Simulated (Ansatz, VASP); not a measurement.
# One calculation of P, two programs

File INCAR:

```
  ALGO = Normal
  EDIFF = 1E-6
  ENCUT = 520
  GGA = CA
  ISIF = 2
  ISMEAR = -1
  LASPH = True
  LCHARG = False
  LREAL = False
  LWAVE = False
  NBANDS = 12
  NELM = 60
  PREC = Accurate
  SIGMA = 0.1
```

The input KPOINTS:

```
k-points
0
Gamma
  12 12 12
```

File POSCAR:

```
P
1.0
    0.0000000000      2.6704019157      2.6704019157
    2.6704019157      0.0000000000      2.6704019157
    2.6704019157      2.6704019157      0.0000000000
P
2
Direct
    0.1250000000      0.1250000000      0.1250000000
    0.8750000000      0.8750000000      0.8750000000
```

Input for Ansatz:

```yaml
crystal:
  lattice:
    - [0.0, 2.6704019157, 2.6704019157]
    - [2.6704019157, 0.0, 2.6704019157]
    - [2.6704019157, 2.6704019157, 0.0]
  atoms:
    - { symbol: P, position: [0.125, 0.125, 0.125] }
    - { symbol: P, position: [0.875, 0.875, 0.875] }
hamiltonian:
  xc: lda
  pseudopotentials:
    kind: paw
    azcp:
      P: "pseudopotentials/P.paw.azcp"
basis:
  ecutwfc: 420
  fft_grid_basis: typed
kpoints:
  mp_grid: { grid: [12, 12, 12], shift: [0, 0, 0] }
magnetization:
  spin_polarized: false
scf:
  occupations: { method: fermi_dirac, width: 0.1 }
  lower_state_search: "off"
output:
  stress: true
```

Alike in both runs: task single point; functional LDA; k mesh 12 × 12 × 12; occupations fermi-dirac, width 0.1 eV; no spin polarisation.

|  | VASP | Ansatz |
| --- | --- | --- |
| version | VASP 6.6.1 | Ansatz 0.2.0 |
| potentials or method | VASP PAW LDA potentials, release 64 (P), cutoff 520 eV | plane waves (420 eV) with PAW, scalar-relativistic |
| valence electrons in the cell | 10 | 10 |

|  | VASP | Ansatz | Ansatz less VASP |
| --- | --- | --- | --- |
| pressure (GPa) | 0.2 | 0.3 | +0.12 |

Ansatz warns that its potentials were made for another functional, while VASP's fit it. LDA's correlation is that of Perdew and Zunger in VASP and of Perdew and Wang (1992) in Ansatz.
